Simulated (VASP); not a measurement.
# Al (Fm-3m) in VASP: notebook

The runs below take Al through single point, with PBEsol.

Everything below comes from runs of VASP 6.6.1. Logs are shortened: lines on timing, memory, paths and dates and some standing lists are left out, and cuts for length are marked.

## 1. The cell of the first run

The structure is cubic, space group Fm-3m (No. 225). The conventional cell has a = 3.646 Å, b = 3.646 Å, c = 3.646 Å, α = 90.00°, β = 90.00°, γ = 90.00°. Al (site symmetry m-3m) has 12 Al at 2.58 Å within 3.4 Å.

## 2. Single point, PBEsol

INCAR reads:

```
SYSTEM = Al
  ALGO = Normal
  EDIFF = 1E-7
  ENCUT = 520
  GGA = PS
  ISIF = 2
  ISMEAR = 1
  LASPH = .TRUE.
  LCHARG = .FALSE.
  LREAL = .FALSE.
  LWAVE = .FALSE.
  NBANDS = 8
  NELM = 60
  PREC = Accurate
  SIGMA = 0.1
```

KPOINTS reads:

```
k-points
0
G
  9 9 9
  0 0 0
```

POSCAR reads:

```
Al
1.0
    0.0000000000      1.8228186162      1.8228186162
    1.8228186162      0.0000000000      1.8228186162
    1.8228186162      1.8228186162      0.0000000000
Al
1
Direct
    0.0000000000      0.0000000000      0.0000000000
```

Potentials or basis: VASP PAW PBE potentials, release 64 (Al).

Started as:

```console
$ cat potpaw_PBE.64/Al/POTCAR > POTCAR
$ mpirun -np 1 vasp_std > vasp.out
```

OUTCAR:

```text
SYSTEM = Al
   EDIFF = 1E-7
   ENCUT = 520
   GGA = PS
   ISIF = 2
   ISMEAR = 1
   LASPH = .TRUE.
   LREAL = .FALSE.
   NELM = 60
   PREC = Accurate

 ion  position               nearest neighbor table
   1  0.000  0.000  0.000-

  LATTYP: Found a face centered cubic cell.
 ALAT       =     3.6456372324

  Lattice vectors:

 A1 = (   0.0000000000,   1.8228186162,   1.8228186162)
 A2 = (   1.8228186162,   0.0000000000,   1.8228186162)
 A3 = (   1.8228186162,   1.8228186162,   0.0000000000)

Analysis of symmetry for initial positions (statically):
=====================================================================
 Subroutine PRICEL returns:
 Original cell was already a primitive cell.

 Routine SETGRP: Setting up the symmetry group for a
 face centered cubic supercell.

 Subroutine GETGRP returns: Found 48 space group operations
 (whereof 48 operations were pure point group operations)
 out of a pool of 48 trial point group operations.

The static configuration has the point symmetry O_h .

Analysis of symmetry for dynamics (positions and initial velocities):
=====================================================================
 Subroutine PRICEL returns:
 Original cell was already a primitive cell.

 Routine SETGRP: Setting up the symmetry group for a
 face centered cubic supercell.

 Subroutine GETGRP returns: Found 48 space group operations
 (whereof 48 operations were pure point group operations)
 out of a pool of 48 trial point group operations.

The dynamic configuration has the point symmetry O_h .

 Subroutine INISYM returns: Found 48 space group operations
 (whereof 48 operations are pure point group operations),
 and found     1 'primitive' translations

----------------------------------------------------------------------------------------

                                     Primitive cell

  volume of cell :      12.1132

  direct lattice vectors                    reciprocal lattice vectors
     0.000000000  1.822818616  1.822818616    -0.274300468  0.274300468  0.274300468
     1.822818616  0.000000000  1.822818616     0.274300468 -0.274300468  0.274300468
     1.822818616  1.822818616  0.000000000     0.274300468  0.274300468 -0.274300468

  length of vectors
     2.577854809  2.577854809  2.577854809     0.475102348  0.475102348  0.475102348

  position of ions in fractional coordinates (direct lattice)
     0.000000000  0.000000000  0.000000000

  ion indices of the primitive-cell ions
   primitive index   ion index
                 1           1

----------------------------------------------------------------------------------------
[... 70 lines left out ...]
   EDIFF  = 0.1E-06   stopping-criterion for ELM
   LREAL  =      F    real-space projection
   EDIFFG = 0.1E-05   stopping-criterion for IOM
   NSW    =      0    number of steps for IOM
   IBRION =     -1    ionic relax: 0-MD 1-quasi-New 2-CG
   NFREE  =      0    steps in history (QN), initial steepest desc. (CG)
   ISIF   =      2    stress and relaxation
   ISYM   =      2    0-nonsym 1-usesym 2-fastsym
   POTIM  = 0.5000    time-step for ionic-motion
   TEBEG  =    0.0;   TEEND  =   0.0 temperature during run
   PSTRESS=    0.0 pullay stress
   NELECT =       3.0000    total number of electrons
   NUPDOWN=      -1.0000    fix difference up-down
   EMIN   =  10.00;   EMAX   =-10.00  energy-range for DOS
   EFERMI =   0.00;   METHOD = LEGACY
   ISMEAR =     1;   SIGMA  =   0.10  broadening in eV -4-tet -1-fermi 0-gaus
   EFERMI_NEDOS =   21; number of points for ismear=-14 and -15
   IALGO  =     38    algorithm
   IMIX   =      4    mixing-type and parameters
     AMIX     =   0.40;   BMIX     =  1.00
     AMIX_MAG =   1.60;   BMIX_MAG =  1.00
  volume/ion in A,a.u.               =      12.11        81.74
  Fermi-wavevector in a.u.,A,eV,Ry     =   1.028084  1.942796 14.380760  1.056956
  Thomas-Fermi vector in A             =   2.162062
   LORBIT       =      0    0 simple, 1 ext, 2 COOP (PROOUT), +10 PAW based schemes
   GGA     = PS    functional components
   LHFCALC =     F    Hartree Fock is set to
   AEXX    =    0.0000 exact exchange contribution
   IVDW    =     0    specifies the selected vdW correction
   LEPSILON=     F    determine dielectric tensor
   LRPA    =     F    only Hartree local field effects (RPA)
 non-spin polarized calculation
 Methfessel and Paxton  Order N= 1 SIGMA  =   0.10
  energy-cutoff  :      520.00
  volume of cell :       12.11
 maximum number of plane-waves:       335
   NGX =  9   NGY =  9   NGZ =  9

 number of electron       3.0000000 magnetization

 Free energy of the ion-electron system (eV)
  ---------------------------------------------------
  ext. energy  EPLUGINS =         0.00000000
  ---------------------------------------------------
  free energy    TOTEN  =        -3.61403472 eV

  energy without entropy =       -3.61301538  energy(sigma->0) =       -3.61369494

 E-fermi :  11.5073     XC(G=0): -11.4419

 val. band max:       11.4691388900   @ k =  -0.4444   0.3333   0.1111
 cond. band min:      11.7585144101   @ k =  -0.4444   0.4444   0.1111
 fundamental gap:      0.2893755201
 Fermi energy:        11.5073364936

 k-point     1 :       0.0000    0.0000    0.0000
  band No.  band energies     occupation
      1      -1.8601      2.00000
      2      26.0136      0.00000
      3      26.0136      0.00000
      4      26.0136      0.00000
      5      30.1722      0.00000
      6      30.1722      0.00000
      7      30.1722      0.00000
      8      30.5027      0.00000
[... 243 lines left out ...]
 k-point    24 :       0.4444    0.4444    0.0000
  band No.  band energies     occupation
      1       6.4868      2.00000
      2      11.3693      2.06491
      3      16.9919      0.00000
      4      18.9470      0.00000
      5      18.9470      0.00000
      6      24.3800      0.00000
      7      41.5313      0.00000
      8      43.6560      0.00000

 [... further k-points ...]
[... 5 lines left out ...]
  --------------------------------------------------------------------------------------
  -------------------------------------------------------------------------------------
  Total        3.4243421      3.4243421      3.4243421      0.0000000      0.0000000      0.0000000
  in kB      452.9261233    452.9261233    452.9261233      0.0000000      0.0000000      0.0000000
  external PRESSURE =     452.9261233 kB  Pullay stress =       0.0000000 kB

 VOLUME and BASIS-vectors are now :
 -----------------------------------------------------------------------------
  energy-cutoff  :      520.00
  volume of cell :       12.11
      direct lattice vectors                 reciprocal lattice vectors
     0.000000000  1.822818616  1.822818616    -0.274300468  0.274300468  0.274300468
     1.822818616  0.000000000  1.822818616     0.274300468 -0.274300468  0.274300468
     1.822818616  1.822818616  0.000000000     0.274300468  0.274300468 -0.274300468

 POSITION                                       TOTAL-FORCE (eV/Angst)
 -----------------------------------------------------------------------------------
      0.00000      0.00000      0.00000        -0.000000      0.000000      0.000000
 -----------------------------------------------------------------------------------
    total drift:                                0.000000      0.000000     -0.000000

  FREE ENERGIE OF THE ION-ELECTRON SYSTEM (eV)
  ---------------------------------------------------
  free  energy   TOTEN  =        -3.6140347214 eV

  energy  without entropy=       -3.6130153755  energy(sigma->0) =       -3.61369494
```

stdout:

```text
POSCAR found type information on POSCAR Al
 POSCAR found :  1 types and       1 ions
 scaLAPACK will be used
 -----------------------------------------------------------------------------
|                                                                             |
|                                                                             |
|     You enforced a specific xc type in the INCAR file but a different       |
|     I HOPE YOU KNOW WHAT YOU ARE DOING!                                     |
|                                                                             |
 -----------------------------------------------------------------------------

 LDA part: xc-table for (Slater+PW92), standard interpolation
 POSCAR, INCAR and KPOINTS ok, starting setup
 FFT: planning ... GRIDC
 FFT: planning ... GRID_SOFT
 FFT: planning ... GRID
 WAVECAR not read
 entering main loop
```

Wall time 2.1 s (1 thread of Intel Xeon 6975P-C (Granite Rapids), shared host); peak memory 0.11 GiB.

Results:

* Free energy: -3.6140 eV
* Pressure: 45.3 GPa

Levels at points of the mesh, in eV from the Fermi level:
```
           k point  band 1  band 2  band 3  band 4
(0.00, 0.00, 0.00)  -13.37   14.51   14.51   14.51
```

Caveat: the PAW data sets were made with another functional, which shifts forces and pressure a little.

## 3. Single point, PBEsol

This run uses another cell than the first one, of 14.12 Å³/atom, 1.166 times its volume.

INCAR reads:

```
SYSTEM = Al
PREC = Accurate ; ENCUT = 520
EDIFF = 1E-6 ; ISMEAR = 1
SIGMA = 0.1 ; LREAL = .FALSE.
LASPH = .TRUE. ; NELM = 80
ALGO = Normal ; ISIF = 2
LWAVE = .FALSE. ; LCHARG = .TRUE.
GGA = PS ; LELF = .TRUE.
LVHAR = .TRUE. ; NBANDS = 8
```

KPOINTS reads:

```
regular mesh
0
G
  9 9 9
  0 0 0
```

POSCAR reads:

```
Al
1.0
    0.0000000000      1.9183678648      1.9183678648
    1.9183678648      0.0000000000      1.9183678648
    1.9183678648      1.9183678648      0.0000000000
Al
1
Direct
    0.0000000000      0.0000000000      0.0000000000
```

Potentials or basis: VASP PAW PBE potentials, release 64 (Al).

Started as:

```console
$ cat potpaw_PBE.64/Al/POTCAR > POTCAR
$ mpirun -np 1 vasp_std > vasp.out
```

Run time: 1.9 s. Hardware: 1 thread of Intel Xeon 6975P-C (Granite Rapids), shared host; peak memory 0.11 GiB.

Results (log left out):

```
Free energy : -3.9698 eV
Pressure    : 15.0 GPa
```

Levels at points of the mesh, in eV from the Fermi level:
```
           k point  band 1  band 2  band 3  band 4  band 5  band 6
(0.00, 0.00, 0.00)  -12.24   13.50   13.50   13.50   16.25   16.25
```

Caveat: the PAW data sets were made with another functional, which shifts forces and pressure a little.

## 4. Single point, PBEsol

This run uses another cell than the first one, of 12.94 Å³/atom, 1.069 times its volume.

INCAR reads:

```
SYSTEM = Al
  PREC = Accurate
  ENCUT = 520
  EDIFF = 1E-6
  ISMEAR = 1
  SIGMA = 0.1
  LREAL = .False.
  LASPH = .True.
  NELM = 60
  ALGO = Normal
  ISIF = 2
  LWAVE = .False.
  LCHARG = .False.
  GGA = PS
  NBANDS = 8
```

KPOINTS reads:

```
Automatic mesh
0
Gamma
  9 9 9
  0 0 0
```

POSCAR reads:

```
Al
1.0
    0.0000000000      1.8635549903      1.8635549903
    1.8635549903      0.0000000000      1.8635549903
    1.8635549903      1.8635549903      0.0000000000
Al
1
Direct
    0.0000000000      0.0000000000      0.0000000000
```

Started as:

```console
$ cat potpaw_PBE.64/Al/POTCAR > POTCAR
$ mpirun -np 1 vasp_std > vasp.out
```

Wall time 1.8 s (1 thread of Intel Xeon 6975P-C (Granite Rapids), shared host); peak memory 0.11 GiB.

Results (log left out):

| Quantity | Value |
| --- | --- |
| Free energy | -3.8078 eV |
| Pressure | 30.2 GPa |

Levels at points of the mesh, in eV from the Fermi level:
| k point | band 1 | band 2 | band 3 | band 4 | band 5 |
| --- | --- | --- | --- | --- | --- |
| (0.00, 0.00, 0.00) | -12.87 | 14.06 | 14.06 | 14.06 | 17.59 |

Caveat: the PAW data sets were made with another functional, which shifts forces and pressure a little.

(Continued in part 2 of 2.)
